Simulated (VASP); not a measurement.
# GeW8C8 in VASP: further runs

Runs on GeW8C8. Level: PBEsol. Tasks: single point.

Everything below comes from runs of VASP 6.6.1. Logs are shortened: lines on timing, memory, paths and dates and some standing lists are left out, and cuts for length are marked.

### Step 1. The cell of the first run

The cell holds a slab with vacuum, 17 atoms: a = 5.808 Å, b = 5.808 Å, c = 17.244 Å, α = 90.00°, β = 90.00°, γ = 120.00°.

### Step 2. Single point, PBEsol

INCAR reads:

```
SYSTEM = GeW8C8
PREC = Accurate
ENCUT = 520
EDIFF = 1E-6
ISMEAR = -1
SIGMA = 0.05
LREAL = Auto
LASPH = .TRUE.
NELM = 80
ALGO = Normal
ISIF = 2
LWAVE = .FALSE.
LCHARG = .TRUE.
GGA = PS
LELF = .TRUE.
LVHAR = .TRUE.
NBANDS = 93
```

KPOINTS reads:

```
Automatic mesh
0
G
  3 3 1
  0 0 0
```

POSCAR reads:

```
GeW8C8
1.0
    5.8078000000      0.0000000000      0.0000000000
   -2.9039000000      5.0297020000      0.0000000000
    0.0000000000      0.0000000000     17.2439500000
W C Ge
8 8 1
Direct
    0.0000000000      0.0000000000      0.0579913535
   -0.0131435598     -0.0074159463      0.2317624442
   -0.0000037380      0.5000097421      0.0579913535
   -0.0618928729      0.4564683951      0.2231217325
    0.5000000000      0.0000000000      0.0579913535
    0.4655869425     -0.0549137901      0.2165513122
    0.5000134802      0.5000097421      0.0579913535
    0.4738599360      0.4685367046      0.2306780059
    0.3427608103      0.1511023914      0.1411915483
    0.3233576262      0.1236256144      0.2959994665
    0.2977935726      0.6454855576      0.1330147675
    0.3213847690      0.6425629192      0.2891970807
    0.7966130644      0.1486171547      0.1309676727
    0.7633158514      0.0882557257      0.3054984502
    0.8300707026      0.6944745434      0.1353866139
    0.8331668996      0.6252855537      0.2855610229
    0.3999585952      0.9283651397      0.3897482885
```

Potentials or basis: VASP PAW PBE potentials, release 64 (W_sv, C, Ge_d).

Started as:

```console
$ cat potpaw_PBE.64/W_sv/POTCAR potpaw_PBE.64/C/POTCAR potpaw_PBE.64/Ge_d/POTCAR > POTCAR
$ mpirun -np 1 vasp_std > vasp.out
```

OUTCAR:

```text
SYSTEM = GeW8C8
   PREC = Accurate
   ENCUT = 520
   EDIFF = 1E-6
   ISMEAR = -1
   LREAL = Auto
   LASPH = .TRUE.
   NELM = 80
   ISIF = 2
   GGA = PS

 ion  position               nearest neighbor table
   1  0.000  0.000  0.058-  15 2.04  13 2.18   9 2.25   7 2.90   3 2.90   5 2.90   5 2.90   3 2.90
                             7 2.90   2 3.00
   2  0.987  0.993  0.232-  10 2.03  16 2.07  14 2.08  15 2.24   9 2.38  13 2.46   8 2.80   4 2.85
                             6 2.91   6 2.94   4 2.99   1 3.00   8 3.01
   3  1.000  0.500  0.058-  11 1.98  13 2.18  15 2.27   4 2.87   7 2.90   1 2.90   5 2.90   5 2.90
                             1 2.90   7 2.90
   4  0.938  0.456  0.223-  16 1.76  13 2.22  12 2.24  14 2.33  15 2.34  11 2.39   8 2.74   2 2.85
                             3 2.87   6 2.87   6 2.96   2 2.99   8 3.08
   5  0.500  0.000  0.058-  13 1.95   9 2.11  11 2.21   6 2.75   3 2.90   7 2.90   1 2.90   1 2.90
                             7 2.90   3 2.90
   6  0.466  0.945  0.217-  12 1.97  11 2.09   9 2.12  10 2.12  14 2.14  13 2.24   5 2.75   8 2.80
                             4 2.87   2 2.91   2 2.94   4 2.96  17 3.01   8 3.03
   7  0.500  0.500  0.058-  15 2.14  11 2.18   9 2.27   3 2.90   1 2.90   5 2.90   5 2.90   1 2.90
                             3 2.90   8 2.98
   8  0.474  0.469  0.231-  12 1.93  16 2.04  10 2.07   9 2.23  15 2.45  11 2.45   4 2.74   2 2.80
                             6 2.80   7 2.98   2 3.01   6 3.03   4 3.08
   9  0.343  0.151  0.141-   5 2.11   6 2.12   8 2.23   1 2.25   7 2.27   2 2.38
  10  0.323  0.124  0.296-   2 2.03   8 2.07   6 2.12  17 2.15
  11  0.298  0.645  0.133-   3 1.98   6 2.09   7 2.18   5 2.21   4 2.39   8 2.45
  12  0.321  0.643  0.289-   8 1.93   6 1.97   4 2.24  17 2.28
  13  0.797  0.149  0.131-   5 1.95   3 2.18   1 2.18   4 2.22   6 2.24   2 2.46
  14  0.763  0.088  0.305-   2 2.08   6 2.14   4 2.33  17 2.34
  15  0.830  0.694  0.135-   1 2.04   7 2.14   2 2.24   3 2.27   4 2.34   8 2.45
  16  0.833  0.625  0.286-   4 1.76   8 2.04   2 2.07
  17  0.400  0.928  0.390-  10 2.15  12 2.28  14 2.34   6 3.01

  LATTYP: Found a hexagonal cell.
 ALAT       =     5.8078000000
 C/A-ratio  =     2.9691018974

  Lattice vectors:

 A1 = (   5.8078000000,   0.0000000000,   0.0000000000)
 A2 = (  -2.9039000000,   5.0297020000,   0.0000000000)
 A3 = (   0.0000000000,   0.0000000000,  17.2439500000)

Analysis of symmetry for initial positions (statically):
=====================================================================
 Subroutine PRICEL returns:
 Original cell was already a primitive cell.

 Routine SETGRP: Setting up the symmetry group for a
 hexagonal supercell.

 Subroutine GETGRP returns: Found  1 space group operations
 (whereof  1 operations were pure point group operations)
 out of a pool of 24 trial point group operations.

[... 134 lines left out ...]
   PSTRESS=    0.0 pullay stress
   NELECT =     158.0000    total number of electrons
   NUPDOWN=      -1.0000    fix difference up-down
   EMIN   =  10.00;   EMAX   =-10.00  energy-range for DOS
   EFERMI =   0.00;   METHOD = LEGACY
   ISMEAR =    -1;   SIGMA  =   0.05  broadening in eV -4-tet -1-fermi 0-gaus
   EFERMI_NEDOS =   21; number of points for ismear=-14 and -15
   IALGO  =     38    algorithm
   IMIX   =      4    mixing-type and parameters
     AMIX     =   0.40;   BMIX     =  1.00
     AMIX_MAG =   1.60;   BMIX_MAG =  1.00
  volume/ion in A,a.u.               =      29.63       199.96
  Fermi-wavevector in a.u.,A,eV,Ry     =   1.112321  2.101983 16.833930  1.237259
  Thomas-Fermi vector in A             =   2.248894
   LORBIT       =      0    0 simple, 1 ext, 2 COOP (PROOUT), +10 PAW based schemes
   GGA     = PS    functional components
   LHFCALC =     F    Hartree Fock is set to
   AEXX    =    0.0000 exact exchange contribution
   IVDW    =     0    specifies the selected vdW correction
   LEPSILON=     F    determine dielectric tensor
   LRPA    =     F    only Hartree local field effects (RPA)
 non-spin polarized calculation
  energy-cutoff  :      520.00
  volume of cell :      503.72
 maximum number of plane-waves:     13581
 NGX is ok and might be reduce to    48
   NGX = 21   NGY = 21   NGZ = 65

 number of electron     157.9999995 magnetization

 Free energy of the ion-electron system (eV)
  ---------------------------------------------------
  ext. energy  EPLUGINS =         0.00000000
  ---------------------------------------------------
  free energy    TOTEN  =      -175.72673296 eV

  energy without entropy =     -175.66451327  energy(sigma->0) =     -175.69562311

 E-fermi :   0.8249     XC(G=0):  -6.2841

 val. band max:        0.8005663761   @ k =   0.3333   0.3333   0.0000
 cond. band min:       0.8542732447   @ k =   0.0000   0.3333   0.0000
 fundamental gap:      0.0537068686
 Fermi energy:         0.8249190294

 k-point     1 :       0.0000    0.0000    0.0000
  band No.  band energies     occupation
      1     -73.1177      2.00000
      2     -73.0753      2.00000
      3     -73.0553      2.00000
      4     -73.0092      2.00000
      5     -72.9455      2.00000
      6     -72.9238      2.00000
[... 459 lines left out ...]
     90       3.3087      0.00000
     91       3.4112      0.00000
 [bands above 91 left out]

------------------------ aborting loop because EDIFF is reached ----------------------------------------

  FORCE on cell =-STRESS in cart. coord.  units (eV):
  Direction    XX          YY          ZZ          XY          YZ          ZX
  --------------------------------------------------------------------------------------
  -------------------------------------------------------------------------------------
  Total        3.2471003     -1.9980207     -8.2230892     -2.6413852      9.1380569      4.5245027
  in kB       10.3279856     -6.3550637    -26.1550118     -8.4013999     29.0652309     14.3909933
  external PRESSURE =      -7.3940300 kB  Pullay stress =       0.0000000 kB

 VOLUME and BASIS-vectors are now :
 -----------------------------------------------------------------------------
  energy-cutoff  :      520.00
  volume of cell :      503.72
      direct lattice vectors                 reciprocal lattice vectors
     5.807800000  0.000000000  0.000000000     0.172182238  0.099409468  0.000000000
    -2.903900000  5.029702000  0.000000000     0.000000000  0.198818936  0.000000000
     0.000000000  0.000000000 17.243950000     0.000000000  0.000000000  0.057991353

 POSITION                                       TOTAL-FORCE (eV/Angst)
 -----------------------------------------------------------------------------------
      0.00000      0.00000      1.00000        -0.051289      0.352908      1.152742
      2.84910      4.99240      3.99650        -1.088577     -1.452498     -1.282477
      4.35580      2.51490      1.00000        -1.333891     -0.722926     -0.251254
      4.12280      2.29590      3.84750         6.703190     -0.977439     -1.754191
      2.90390      0.00000      1.00000        -1.521855     -1.127060     -1.554442
     -0.04040      4.75350      3.73420        -0.231413      3.112252      3.130429
[... 9 lines left out ...]
      3.02310      3.14500      4.92420        -3.399102      2.366600      3.846943
     -0.37300      4.66940      6.72080         1.062181      0.512489     -3.684904
 -----------------------------------------------------------------------------------
    total drift:                               -0.002296      0.017583     -0.011322

  FREE ENERGIE OF THE ION-ELECTRON SYSTEM (eV)
  ---------------------------------------------------
  free  energy   TOTEN  =      -175.7267329562 eV

  energy  without entropy=     -175.6645132688  energy(sigma->0) =     -175.69562311
```

OSZICAR:

```text
N       E                     dE             d eps       ncg     rms          rms(c)
DAV:   1     0.205756287064E+04    0.20576E+04   -0.88125E+04  1264   0.192E+03
DAV:   2    -0.943423246477E+00   -0.20585E+04   -0.20146E+04  1063   0.602E+02
DAV:   3    -0.188290922363E+03   -0.18735E+03   -0.18089E+03  1124   0.160E+02
[... 21 lines left out ...]
DAV:  25    -0.175726700376E+03   -0.77271E-04   -0.35497E-06   748   0.584E-03    0.188E-03
DAV:  26    -0.175726723902E+03   -0.23526E-04   -0.12056E-06   708   0.407E-03    0.106E-03
DAV:  27    -0.175726730374E+03   -0.64723E-05   -0.41490E-07   636   0.215E-03    0.620E-04
DAV:  28    -0.175726732227E+03   -0.18527E-05   -0.19110E-07   612   0.138E-03    0.280E-04
DAV:  29    -0.175726732956E+03   -0.72903E-06   -0.10362E-07   564   0.996E-04
   1 F= -.17572673E+03 E0= -.17569562E+03  d E =-.622197E-01
```

stdout:

```text
POSCAR found type information on POSCAR W C Ge
 POSCAR found :  3 types and      17 ions
 scaLAPACK will be used
 -----------------------------------------------------------------------------
|                                                                             |
|                                                                             |
|     You enforced a specific xc type in the INCAR file but a different       |
|     I HOPE YOU KNOW WHAT YOU ARE DOING!                                     |
|                                                                             |
 -----------------------------------------------------------------------------

 LDA part: xc-table for (Slater+PW92), standard interpolation
 POSCAR, INCAR and KPOINTS ok, starting setup
 FFT: planning ... GRIDC
 FFT: planning ... GRID_SOFT
 FFT: planning ... GRID
 WAVECAR not read
 entering main loop
```

Wall time 7.8 min (1 thread of Intel Xeon 6975P-C (Granite Rapids), shared host); peak memory 0.68 GiB.

What came out:

* Free energy: -175.7267 eV
* Largest force: 6.998 eV/Å
* Band gap on the k mesh: zero (bands 79 and 80 overlap by 0.51 eV)

Forces in eV/Å, atoms in the order of the input:
```
W   -0.051  0.353  1.153
W   -1.089 -1.452 -1.282
W   -1.334 -0.723 -0.251
W    6.703 -0.977 -1.754
W   -1.522 -1.127 -1.554
W   -0.231  3.112  3.130
W   -0.272 -0.530  1.624
W    0.294 -0.295 -2.269
C   -2.535  0.992 -1.732
C   -0.275 -0.346  0.845
C    1.484 -0.103 -0.018
C   -1.829 -1.070  2.166
C    2.068  0.863  1.084
C    0.687  0.630 -1.453
C    0.239 -2.206  0.150
C   -3.399  2.367  3.847
Ge   1.062  0.512 -3.685
```

Caveat: the k points lie up to 0.42 Å⁻¹ apart, too coarse for converged energies and pressures of a metal; the atoms stand as in a frame of molecular dynamics; there is no dipole correction, which matters where the two faces differ; the PAW data sets were made with another functional, which shifts forces and pressure a little; spin-orbit coupling is left out, which moves the levels of the heavy elements.

### Step 3. Single point, PBEsol

INCAR reads:

```
SYSTEM = GeW8C8
PREC = Accurate
ENCUT = 520
EDIFF = 1E-6
ISMEAR = -1
SIGMA = 0.05
LREAL = Auto
LASPH = .True.
NELM = 60
ALGO = Normal
ISIF = 2
LWAVE = .False.
LCHARG = .False.
GGA = PS
NBANDS = 93
```

KPOINTS reads:

```
regular mesh
0
Gamma
  3 3 1
  0 0 0
```

POSCAR reads:

```
GeW8C8
1.0
    5.8078000000      0.0000000000      0.0000000000
   -2.9039000000      5.0297020000      0.0000000000
    0.0000000000      0.0000000000     17.2439500000
W C Ge
8 8 1
Direct
    0.0000000000      0.0000000000      0.0579913535
   -0.0125903188      0.0040559063      0.2296805546
   -0.0000037380      0.5000097421      0.0579913535
   -0.0277230537      0.4893729291      0.2241597778
    0.5000000000      0.0000000000      0.0579913535
    0.4857950401     -0.0105374036      0.2209006637
    0.5000134802      0.5000097421      0.0579913535
    0.4854118666      0.5056561999      0.2354912882
    0.3317394164      0.1661132210      0.1433198310
    0.3290140902      0.1440642010      0.2997631053
    0.3716182486      0.6800800525      0.1280623059
    0.3108108109      0.6819887142      0.2914413461
    0.8179800498      0.1374236486      0.1323130721
    0.7897307616      0.1692545602      0.2982379327
    0.8337240823      0.6581503238      0.1375844862
    0.8188557238      0.6856469827      0.2971071013
    0.4702354401      0.9766980231      0.3832068639
```

Potentials or basis: VASP PAW PBE potentials, release 64 (W_sv, C, Ge_d).

Started as:

```console
$ cat potpaw_PBE.64/W_sv/POTCAR potpaw_PBE.64/C/POTCAR potpaw_PBE.64/Ge_d/POTCAR > POTCAR
$ mpirun -np 1 vasp_std > vasp.out
```

Run time: 7.5 min. Hardware: 1 thread of Intel Xeon 6975P-C (Granite Rapids), shared host; peak memory 0.68 GiB.

Results (log left out):

```
Free energy            : -177.8098 eV
Largest force          : 3.262 eV/Å
Band gap on the k mesh : zero (bands 79 and 80 overlap by 0.63 eV)
```

Forces on the atoms (eV/Å):
```
W    0.636 -0.276  1.517
W    0.652 -0.263 -0.608
W    0.030 -0.211  0.998
W    0.996  0.393  1.157
W   -0.447  0.467 -0.584
W   -0.153  1.113  0.065
W    0.986 -0.896  1.038
W    1.287 -1.536 -2.125
C   -0.547  0.160 -1.824
C   -1.042  0.761  0.063
C   -2.517 -1.103  1.757
C   -0.519 -0.727  1.527
C    0.183  2.035  0.890
C    0.647 -0.056 -0.297
C   -0.426  0.545 -0.479
C    0.271 -0.836 -0.690
Ge  -0.037  0.430 -2.405
```

Levels at points of the mesh, in eV from the Fermi level:
| k point | band 77 | band 78 | band 79 | band 80 | band 81 | band 82 |
| --- | --- | --- | --- | --- | --- | --- |
| (0.00, 0.00, 0.00) | 0.37 | 0.50 | 0.56 | 0.63 | 0.73 | 1.11 |

Caveat: the k points lie up to 0.42 Å⁻¹ apart, too coarse for converged energies and pressures of a metal; the atoms stand as in a frame of molecular dynamics; there is no dipole correction, which matters where the two faces differ; the PAW data sets were made with another functional, which shifts forces and pressure a little; spin-orbit coupling is left out, which moves the levels of the heavy elements.

[end of part 1 of 2]

The gap in the log of VASP goes by the Fermi energy; the results here count the filled bands.